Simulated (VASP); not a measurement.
Here is a VASP 6.6.1 calculation.

INCAR

```
PREC = Accurate
ENCUT = 520
EDIFF = 1E-6
ISMEAR = 0
SIGMA = 0.1
LREAL = False
LASPH = True
NELM = 100
ALGO = Fast
ISIF = 2
LWAVE = False
LCHARG = False
GGA = PE
NBANDS = 10
```

File KPOINTS:

```
regular mesh
0
Gamma
  18 18 18
```

Contents of POSCAR:

```
Os
1.0
    0.0000000000      1.9073059000      1.9073059000
    1.9073059000      0.0000000000      1.9073059000
    1.9073059000      1.9073059000      0.0000000000
Os
1
Direct
    0.0000000000      0.0000000000      0.0000000000
```

Potentials or basis: VASP PAW PBE potentials, release 64 (Os).

Command:

```bash
$ cat potpaw_PBE.64/Os/POTCAR > POTCAR
$ mpirun -np 1 vasp_std > vasp.out
```

Q: Estimate the pressure.

A: 13.8 GPa.

Q: What does it give for the band gap on the k mesh?

A: Zero (band 4 reaches 11.94 eV, above the bottom of band 5 at 8.05 eV).

Caveat: the cell differs from its parent crystal (strained); spin-orbit coupling is left out, which moves the levels of the heavy elements.
